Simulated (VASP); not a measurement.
# Cu (Fm-3m) in VASP: a series of runs

Aim: see how the results for Cu move with the level of theory and the settings. Levels: PBE, r2SCAN+rVV10, PBEsol+D3(BJ), HSE06, revPBE+D4. Tasks: single point.

Everything below comes from runs of VASP 6.6.1. Logs are shortened: lines on timing, memory, paths and dates and some standing lists are left out, and cuts for length are marked.

### Step 1. The cell of the first run

Symmetry: Fm-3m, No. 225, cubic system. The conventional cell has a = 3.615 Å, b = 3.615 Å, c = 3.615 Å, α = 90.00°, β = 90.00°, γ = 90.00°. Cu (site symmetry m-3m) has 12 Cu at 2.56 Å within 3.4 Å.

### Step 2. Single point, PBE

Contents of INCAR:

```
ALGO = Normal
EDIFF = 1E-6
ENCUT = 820
GGA = PE
GGA_COMPAT = F
ISIF = 2
ISMEAR = -1
LASPH = T
LCHARG = T
LELF = T
LREAL = F
LVHAR = T
LWAVE = F
NBANDS = 16
NELM = 120
PREC = Accurate
SIGMA = 0.05
```

Contents of KPOINTS:

```
k-points
0
Gamma
  7 7 7
```

Contents of POSCAR:

```
Cu
1.0
    0.0000000000      1.8075000000      1.8075000000
    1.8075000000      0.0000000000      1.8075000000
    1.8075000000      1.8075000000      0.0000000000
Cu
1
Direct
    0.0000000000      0.0000000000      0.0000000000
```

Potentials or basis: VASP PAW PBE potentials, release 64 (Cu_sv_GW).

On the command line:

```console
$ cat potpaw_PBE.64/Cu_sv_GW/POTCAR > POTCAR
$ mpirun -np 1 vasp_std > vasp.out
```

OUTCAR:

```text
EDIFF = 1E-6
   ENCUT = 820
   GGA = PE
   ISIF = 2
   ISMEAR = -1
   LASPH = T
   LREAL = F
   NELM = 120
   PREC = Accurate

 ion  position               nearest neighbor table
   1  0.000  0.000  0.000-

  LATTYP: Found a face centered cubic cell.
 ALAT       =     3.6150000000

  Lattice vectors:

 A1 = (   0.0000000000,   1.8075000000,   1.8075000000)
 A2 = (   1.8075000000,   0.0000000000,   1.8075000000)
 A3 = (   1.8075000000,   1.8075000000,   0.0000000000)

Analysis of symmetry for initial positions (statically):
=====================================================================
 Subroutine PRICEL returns:
 Original cell was already a primitive cell.

 Routine SETGRP: Setting up the symmetry group for a
 face centered cubic supercell.

 Subroutine GETGRP returns: Found 48 space group operations
 (whereof 48 operations were pure point group operations)
 out of a pool of 48 trial point group operations.

The static configuration has the point symmetry O_h .

Analysis of symmetry for dynamics (positions and initial velocities):
=====================================================================
 Subroutine PRICEL returns:
 Original cell was already a primitive cell.

 Routine SETGRP: Setting up the symmetry group for a
 face centered cubic supercell.

 Subroutine GETGRP returns: Found 48 space group operations
 (whereof 48 operations were pure point group operations)
 out of a pool of 48 trial point group operations.

The dynamic configuration has the point symmetry O_h .

 Subroutine INISYM returns: Found 48 space group operations
 (whereof 48 operations are pure point group operations),
 and found     1 'primitive' translations

----------------------------------------------------------------------------------------

                                     Primitive cell

  volume of cell :      11.8104

  direct lattice vectors                    reciprocal lattice vectors
     0.000000000  1.807500000  1.807500000    -0.276625173  0.276625173  0.276625173
     1.807500000  0.000000000  1.807500000     0.276625173 -0.276625173  0.276625173
     1.807500000  1.807500000  0.000000000     0.276625173  0.276625173 -0.276625173

  length of vectors
[... 61 lines left out ...]
   dimension x,y,z NGXF=    48 NGYF=   48 NGZF=   48
   ions per type =               1
   NGX,Y,Z   is equivalent  to a cutoff of  15.61, 15.61, 15.61 a.u.
   NGXF,Y,Z  is equivalent  to a cutoff of  31.22, 31.22, 31.22 a.u.
 SYSTEM =  unknown system
   PREC   = accura    normal or accurate (medium, high low for compatibility)
   ISTART =      0    job   : 0-new  1-cont  2-samecut
   ICHARG =      2    charge: 1-file 2-atom 10-const
   ISPIN  =      1    spin polarized calculation?
   LNONCOLLINEAR =      F non collinear calculations
   LSORBIT =      F    spin-orbit coupling
   LASPH  =      T    aspherical Exc in radial PAW
   ENCUT  =  820.0 eV  60.27 Ry    7.76 a.u.   5.97  5.97  5.97*2*pi/ulx,y,z
   NELM   =    120;   NELMIN=  2; NELMDL= -5     # of ELM steps
   EDIFF  = 0.1E-05   stopping-criterion for ELM
   LREAL  =      F    real-space projection
[... 7 lines left out ...]
   TEBEG  =    0.0;   TEEND  =   0.0 temperature during run
   PSTRESS=    0.0 pullay stress
   NELECT =      19.0000    total number of electrons
   NUPDOWN=      -1.0000    fix difference up-down
   EMIN   =  10.00;   EMAX   =-10.00  energy-range for DOS
   EFERMI =   0.00;   METHOD = LEGACY
   ISMEAR =    -1;   SIGMA  =   0.05  broadening in eV -4-tet -1-fermi 0-gaus
   EFERMI_NEDOS =   21; number of points for ismear=-14 and -15
   IALGO  =     38    algorithm
   IMIX   =      4    mixing-type and parameters
     AMIX     =   0.40;   BMIX     =  1.00
     AMIX_MAG =   1.60;   BMIX_MAG =  1.00
  volume/ion in A,a.u.               =      11.81        79.70
  Fermi-wavevector in a.u.,A,eV,Ry     =   1.918246  3.624960 50.064940  3.679669
  Thomas-Fermi vector in A             =   2.953290
   LORBIT       =      0    0 simple, 1 ext, 2 COOP (PROOUT), +10 PAW based schemes
   GGA     = PE    functional components
   LHFCALC =     F    Hartree Fock is set to
   AEXX    =    0.0000 exact exchange contribution
   IVDW    =     0    specifies the selected vdW correction
   LEPSILON=     F    determine dielectric tensor
   LRPA    =     F    only Hartree local field effects (RPA)
 non-spin polarized calculation
  energy-cutoff  :      820.00
  volume of cell :       11.81
 maximum number of plane-waves:       640
   NGX = 11   NGY = 11   NGZ = 11

 number of electron      19.0000008 magnetization

 Free energy of the ion-electron system (eV)
  ---------------------------------------------------
  ext. energy  EPLUGINS =         0.00000000
  ---------------------------------------------------
  free energy    TOTEN  =        -3.83622321 eV

  energy without entropy =       -3.83503091  energy(sigma->0) =       -3.83562706

 E-fermi :   7.7533     XC(G=0): -13.3562

 val. band max:        7.0572342459   @ k =   0.4286   0.2857   0.0000
 cond. band min:       7.7702080071   @ k =   0.4286   0.4286   0.0000
 fundamental gap:      0.7129737612
 Fermi energy:         7.7533388653

 k-point     1 :       0.0000    0.0000    0.0000
  band No.  band energies     occupation
      1    -104.9768      2.00000
      2     -62.2916      2.00000
      3     -62.2916      2.00000
      4     -62.2916      2.00000
      5      -1.8222      2.00000
      6       4.6053      2.00000
[... 357 lines left out ...]
      3     -62.3613      2.00000
      4     -62.3284      2.00000
      5       3.5116      2.00000
      6       3.7893      2.00000
[... 8 lines left out ...]
     15      38.1395      0.00000
     16      38.3865      0.00000

------------------------ aborting loop because EDIFF is reached ----------------------------------------

  FORCE on cell =-STRESS in cart. coord.  units (eV):
  Direction    XX          YY          ZZ          XY          YZ          ZX
  --------------------------------------------------------------------------------------
  -------------------------------------------------------------------------------------
  Total        0.0153035      0.0153035      0.0153035     -0.0000000     -0.0000000      0.0000000
  in kB        2.0760393      2.0760393      2.0760393     -0.0000000     -0.0000000      0.0000000
  external PRESSURE =       2.0760393 kB  Pullay stress =       0.0000000 kB

 VOLUME and BASIS-vectors are now :
 -----------------------------------------------------------------------------
  energy-cutoff  :      820.00
  volume of cell :       11.81
      direct lattice vectors                 reciprocal lattice vectors
     0.000000000  1.807500000  1.807500000    -0.276625173  0.276625173  0.276625173
     1.807500000  0.000000000  1.807500000     0.276625173 -0.276625173  0.276625173
     1.807500000  1.807500000  0.000000000     0.276625173  0.276625173 -0.276625173

 POSITION                                       TOTAL-FORCE (eV/Angst)
 -----------------------------------------------------------------------------------
      0.00000      0.00000      0.00000         0.000000      0.000000     -0.000000
 -----------------------------------------------------------------------------------
    total drift:                                0.000000      0.000000      0.000000

  FREE ENERGIE OF THE ION-ELECTRON SYSTEM (eV)
  ---------------------------------------------------
  free  energy   TOTEN  =        -3.8362232137 eV

  energy  without entropy=       -3.8350309088  energy(sigma->0) =       -3.83562706
```

Wall time 7 s (1 thread of Intel Xeon Platinum 8259CL at 2.50GHz (Skylake/Cascade Lake), shared host); peak memory 0.15 GiB.

What came out:

```yaml
Free_energy: -3.8362 eV
Pressure: 0.2 GPa
Band_gap_on_the_k_mesh: zero (an odd number of electrons rules out a gap without spin polarisation)
```

Levels at points of the mesh, in eV from the Fermi level:
| k point | band 6 | band 7 | band 8 | band 9 | band 10 | band 11 | band 12 | band 13 | band 14 | band 15 |
| --- | --- | --- | --- | --- | --- | --- | --- | --- | --- | --- |
| (0.00, 0.00, 0.00) | -3.15 | -3.15 | -3.15 | -2.31 | -2.31 | 22.43 | 25.04 | 25.04 | 25.04 | 27.48 |

Caveat: the k points lie up to 0.43 Å⁻¹ apart, too coarse for converged energies and pressures of a metal.

### Step 3. Single point, r2SCAN+rVV10

POSCAR is that of step 2.

Contents of INCAR.step1:

```
ALGO = Normal
EDIFF = 1E-5
ENCUT = 900
GGA = PE
GGA_COMPAT = False
ISMEAR = -1
LASPH = True
LCHARG = False
LREAL = False
LWAVE = True
NBANDS = 16
NELM = 120
PREC = Accurate
SIGMA = 0.05
```

Contents of INCAR.step2:

```
ALGO = Normal
BPARAM = 11.95
CPARAM = 0.0093
EDIFF = 1E-6
ENCUT = 900
GGA_COMPAT = False
ISIF = 2
ISMEAR = -1
ISTART = 1
IVDW_NL = 2
LASPH = True
LCHARG = False
LMIXTAU = True
LREAL = False
LUSE_VDW = True
LWAVE = False
METAGGA = R2SCAN
NBANDS = 16
NELM = 120
PREC = Accurate
SIGMA = 0.05
```

Contents of KPOINTS:

```
k-points
0
Gamma
  13 13 13
```

Potentials or basis: VASP PAW PBE potentials, release 64 (Cu_sv_GW).

On the command line:

```console
$ cat potpaw_PBE.64/Cu_sv_GW/POTCAR > POTCAR
$ cp INCAR.step1 INCAR
$ mpirun -np 1 vasp_std > vasp.out
$ cp INCAR.step2 INCAR
$ mpirun -np 1 vasp_std > vasp.out
```

Wall time 3.2 min (1 thread of Intel Xeon Platinum 8259CL at 2.50GHz (Skylake/Cascade Lake), shared host); peak memory 0.3 GiB.

It converged, with:

```yaml
Free_energy: -10.3274 eV
Pressure: -6.9 GPa
Band_gap_on_the_k_mesh: zero (an odd number of electrons rules out a gap without spin polarisation)
```

Levels at points of the mesh, in eV from the Fermi level:
```csv
k point,band 7,band 8,band 9,band 10,band 11,band 12,band 13,band 14
"(0.00, 0.00, 0.00)",-3.27,-3.27,-2.45,-2.45,23.21,26.18,26.18,26.18
```

Caveat: the cell stands under tension; the PAW data sets were made with another functional, which shifts forces and pressure a little.

### Step 4. Single point, PBEsol+D3(BJ)

This run uses another cell than the first one, of 11.10 Å³/atom.

Contents of INCAR:

```
PREC     = Accurate       # precision mode
ENCUT    = 820            # plane-wave cutoff, eV
EDIFF    = 1E-6           # SCF threshold, eV
ISMEAR   = -1             # smearing method
SIGMA    = 0.05           # smearing width, eV
LREAL    = F              # projectors in reciprocal space
LASPH    = T              # aspherical terms in the spheres
NELM     = 120            # most SCF steps
ALGO     = Normal         # electronic algorithm
ISIF     = 2              # what is computed and relaxed
LWAVE    = F              # write WAVECAR
LCHARG   = F              # write CHGCAR
GGA      = PS             # functional
IVDW     = 12             # dispersion correction
NBANDS   = 16             # bands
GGA_COMPAT= F
```

Contents of KPOINTS:

```
Automatic mesh
0
Gamma
  13 13 13
```

Contents of POSCAR:

```
Cu
1.0
    0.0000000000      1.7706018915      1.7706018915
    1.7706018915      0.0000000000      1.7706018915
    1.7706018915      1.7706018915      0.0000000000
Cu
1
Direct
    0.0000000000      0.0000000000      0.0000000000
```

On the command line:

```console
$ cat potpaw_PBE.64/Cu_sv_GW/POTCAR > POTCAR
$ mpirun -np 1 vasp_std > vasp.out
```

It took 14 s on 1 thread of Intel Xeon Platinum 8375C at 2.90GHz (Ice Lake), shared host; peak memory 0.18 GiB.

Results (log left out):

```
Free energy                : -4.9458 eV
Pressure                   : -6.0 GPa
Band gap on the k mesh     : zero (an odd number of electrons rules out a gap without spin polarisation)
Dispersion energy per atom : -0.558 eV
```

Levels at points of the mesh, in eV from the Fermi level:
```tsv
k point	band 6	band 7	band 8	band 9	band 10	band 11	band 12	band 13	band 14	band 15
(0.00, 0.00, 0.00)	-3.38	-3.38	-3.38	-2.45	-2.45	22.90	25.97	25.97	25.97	28.43
```

Caveat: the cell stands under tension; the PAW data sets were made with another functional, which shifts forces and pressure a little.

### Step 5. Single point, HSE06

This run uses another cell than the first one, of 12.52 Å³/atom.

Contents of POSCAR:

```
Cu
1.0
    0.0000000000      1.8429501765      1.8429501765
    1.8429501765      0.0000000000      1.8429501765
    1.8429501765      1.8429501765      0.0000000000
Cu
1
Direct
    0.0000000000      0.0000000000      0.0000000000
```

Contents of INCAR.step1:

```
ALGO = Normal ; EDIFF = 1E-5
ENCUT = 520 ; GGA = PE
GGA_COMPAT = False ; ISIF = 2
ISMEAR = -1 ; LASPH = True
LCHARG = False ; LREAL = False
LWAVE = True ; NBANDS = 12
NELM = 120 ; PREC = Accurate
SIGMA = 0.05
```

Contents of INCAR.step2:

```
ALGO = Normal ; EDIFF = 1E-6
ENCUT = 520 ; GGA = PE
GGA_COMPAT = False ; HFSCREEN = 0.2079
ISIF = 2 ; ISMEAR = -1
ISTART = 1 ; LASPH = True
LCHARG = False ; LHFCALC = True
LREAL = False ; LWAVE = False
NBANDS = 12 ; NELM = 120
PREC = Accurate ; PRECFOCK = Normal
SIGMA = 0.05
```

Contents of KPOINTS:

```
k-points
0
Gamma
  8 8 8
```

Potentials or basis: VASP PAW PBE potentials, release 64 (Cu).

On the command line:

```console
$ cat potpaw_PBE.64/Cu/POTCAR > POTCAR
$ cp INCAR.step1 INCAR
$ mpirun -np 1 vasp_std > vasp.out
$ cp INCAR.step2 INCAR
$ mpirun -np 1 vasp_std > vasp.out
```

Run time: 37 min. Hardware: 1 thread of Intel Xeon Platinum 8259CL at 2.50GHz (Skylake/Cascade Lake), shared host; peak memory 0.24 GiB.

Results (log left out):

* Free energy: -3.6090 eV
* Pressure: -4.1 GPa
* Band gap on the k mesh: zero (an odd number of electrons rules out a gap without spin polarisation)

Levels at points of the mesh, in eV from the Fermi level:
```
           k point  band 2  band 3  band 4  band 5  band 6  band 7  band 8  band 9  band 10  band 11
(0.00, 0.00, 0.00)   -3.88   -3.88   -3.88   -3.13   -3.13   23.65   26.24   26.24    26.24    28.81
(0.50, 0.00, 0.00)   -3.94   -3.94   -2.45   -2.45   -0.42    4.53   22.10   23.17    23.17    26.14
(0.50, 0.50, 0.00)   -5.24   -2.56   -2.26   -2.26    2.38    8.06   14.24   14.24    18.74    21.27
```

Caveat: the k points lie up to 0.37 Å⁻¹ apart, too coarse for converged energies and pressures of a metal; the PAW data sets were made with another functional, which shifts forces and pressure a little.

### Step 6. Single point, revPBE+D4

This run uses another cell than the first one, of 12.52 Å³/atom.

Contents of INCAR:

```
SYSTEM = Cu
  PREC = Accurate
  ENCUT = 820
  EDIFF = 1E-6
  ISMEAR = -1
  SIGMA = 0.05
  LREAL = .False.
  LASPH = .True.
  NELM = 120
  ALGO = Normal
  ISIF = 2
  LWAVE = .False.
  LCHARG = .False.
  GGA = RE
  IVDW = 13
  NBANDS = 16
  GGA_COMPAT = .False.
```

Contents of KPOINTS:

```
regular mesh
0
Gamma
  13 13 13
  0 0 0
```

POSCAR is that of step 5.

Potentials or basis: VASP PAW PBE potentials, release 64 (Cu_sv_GW).

On the command line:

```console
$ cat potpaw_PBE.64/Cu_sv_GW/POTCAR > POTCAR
$ mpirun -np 1 vasp_std > vasp.out
```

It took 26 s on 1 thread of Intel Xeon Platinum 8259CL at 2.50GHz (Skylake/Cascade Lake), shared host; peak memory 0.17 GiB.

Results (log left out):

```
Free energy                : -4.3390 eV
Pressure                   : -15.1 GPa
Band gap on the k mesh     : zero (an odd number of electrons rules out a gap without spin polarisation)
Dispersion energy per atom : -0.927 eV
```

Levels at points of the mesh, in eV from the Fermi level:
```csv
k point,band 7,band 8,band 9,band 10,band 11,band 12,band 13,band 14
"(0.00, 0.00, 0.00)",-2.99,-2.99,-2.23,-2.23,21.93,24.15,24.15,24.15
```

Caveat: the cell stands under tension; the PAW data sets were made with another functional, which shifts forces and pressure a little.

### Step 7. Overview

```tsv
level	potentials or basis	cell	k mesh	cutoff (eV)	grid for exact exchange (PRECFOCK)	share of exact exchange	screening parameter	gap on the mesh (eV)	pressure (GPa)
PBE	VASP PAW PBE potentials, release 64 (Cu_sv_GW)	a = 2.556 Å, angles 60.0°, 1 atom	7 × 7 × 7	820	-	-	-	none	0.2
r2SCAN+rVV10	VASP PAW PBE potentials, release 64 (Cu_sv_GW)	a = 2.556 Å, angles 60.0°, 1 atom	13 × 13 × 13	900	-	-	-	none	-6.9
PBEsol+D3(BJ)	VASP PAW PBE potentials, release 64 (Cu_sv_GW)	a = 2.504 Å, angles 60.0°, 1 atom	13 × 13 × 13	820	-	-	-	none	-6.0
HSE06	VASP PAW PBE potentials, release 64 (Cu)	a = 2.606 Å, angles 60.0°, 1 atom	8 × 8 × 8	520	Normal	0.25	0.2079 1/Å	none	-4.1
revPBE+D4	VASP PAW PBE potentials, release 64 (Cu_sv_GW)	a = 2.606 Å, angles 60.0°, 1 atom	13 × 13 × 13	820	-	-	-	none	-15.1
```

Alike in all rows: task single point; no spin polarisation; smearing fermi-dirac 0.05 eV.

Caveats: some runs use coarse meshes; the PAW data sets were made with another functional, which shifts forces and pressure a little (at least some runs); the cell stands under tension (at least some runs).

Total energies depend on the potentials used, so only differences within one code and one set of settings carry meaning.

The gap in the log of VASP goes by the Fermi energy; the results here count the filled bands.